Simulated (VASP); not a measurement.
Ni, 3 atoms in the cell. It takes space group Fm-3m (No. 225, cubic). Conventional cell: a = 3.425 Å, b = 3.425 Å, c = 3.425 Å, α = 90.00°, β = 90.00°, γ = 90.00°. Within 3.2 Å of Ni (site symmetry m-3m) lie 12 Ni at 2.42 Å. 

| Item | Value |
| --- | --- |
| Program | VASP 6.6.1 |
| Task | single point |
| Functional | LDA |
| Potentials or basis | VASP PAW LDA potentials, release 64 (Ni) |
| Cutoff | 520 eV |
| k mesh | 15 × 15 × 6 |
| Occupations | fermi-dirac, width 0.1 eV |
| Spin | collinear spin, ferromagnetic start |
| Starting moments | [1.0, 1.0, 1.0] μB |
| Dipole correction | no |
| Further INCAR settings | ALGO = Normal; EDIFF = 1e-06; NBANDS = 26 |

Potentials or basis: VASP PAW LDA potentials, release 64 (Ni).

The run is started by

```console
$ cat potpaw_LDA.64/Ni/POTCAR > POTCAR
$ mpirun -np 1 vasp_std > vasp.out
```

Hardware: 1 thread of Intel(R) Xeon(R) 6975P-C (Granite Rapids), on a shared host.

Q: Estimate the wall time of this run.

A: Run time: 78 s on 1 thread of Intel(R) Xeon(R) 6975P-C (Granite Rapids) (shared host), peak memory 0.25 GiB. Counts: scf iterations 13, k points 146.
